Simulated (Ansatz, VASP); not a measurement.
One calculation of Zn2CdTe3, two programs

The input INCAR:

```
ALGO = Normal
EDIFF = 1E-6
ENCUT = 520
GGA = PE
ISIF = 2
ISMEAR = 0
LASPH = T
LCHARG = F
LREAL = F
LWAVE = F
NBANDS = 36
NELM = 60
PREC = Accurate
SIGMA = 0.1
```

KPOINTS

```
k-points
0
Gamma
  6 6 2
```

Contents of POSCAR:

```
Zn2CdTe3
1.0
    4.4672940000      0.0000000000      0.0000000000
   -2.2336470000      3.8687901000      0.0000000000
    0.0000000000      0.0000000000     11.0010090000
Zn Cd Te
2 1 3
Direct
    0.3333333000      0.6666667000      0.6604900000
    0.6666667000      0.3333333000      0.3406080000
    0.0000000000      0.0000000000      0.9964020000
    0.0000000000      0.0000000000      0.7375610000
    0.3333333000      0.6666667000      0.4171020000
    0.6666667000      0.3333333000      0.0978370000
```

Input for Ansatz:

```yaml
crystal:
  lattice:
    - [4.467294, 0.0, 0.0]
    - [-2.233647, 3.8687901, 0.0]
    - [0.0, 0.0, 11.001009]
  atoms:
    - { symbol: Zn, position: [0.3333333, 0.6666667, 0.66049] }
    - { symbol: Zn, position: [0.6666667, 0.3333333, 0.340608] }
    - { symbol: Cd, position: [0.0, 0.0, 0.996402] }
    - { symbol: Te, position: [0.0, 0.0, 0.737561] }
    - { symbol: Te, position: [0.3333333, 0.6666667, 0.417102] }
    - { symbol: Te, position: [0.6666667, 0.3333333, 0.097837] }
basis:
  ecutwfc: 420
kpoints:
  mp_grid: { grid: [6, 6, 2] }
hamiltonian:
  xc: pbe
scf:
  occupations: { method: gaussian, width: 0.1 }
  lower_state_search: "off"
output:
  forces: true
  stress: true
  eigenvalues: true
```

Alike in both runs: task single point; functional PBE; k mesh 6 × 6 × 2; occupations gaussian, width 0.1 eV; no spin polarisation.

|  | VASP | Ansatz |
| --- | --- | --- |
| version | VASP 6.6.1 | Ansatz 0.2.0 |
| potentials or method | VASP PAW PBE potentials, release 64 (Zn, Cd, Te), cutoff 520 eV | scalar-relativistic, plane waves, PAW |
| valence electrons in the cell | 54 | 92 |

|  | VASP | Ansatz | Ansatz less VASP |
| --- | --- | --- | --- |
| gap on the k mesh at the Fermi level (eV) | 0.71 | 0.71 | +0.003 |
| least direct gap on the mesh (eV) | 0.71 | 0.71 | +0.003 |
| pressure (GPa) | 0.1 | 0.0 | -0.09 |
| rms of the force components (eV/Å) | 0.003 | 0.001 | -0.0023 |

Atom by atom the forces differ by 0.002 eV/Å (rms over components). With one functional, cell and mesh, what is left measures potentials, basis and numerics. VASP's potentials hold 54 valence electrons a cell and Ansatz's 92, so a difference there can come from the potentials and not from the codes.

Neither program's run includes spin-orbit coupling.
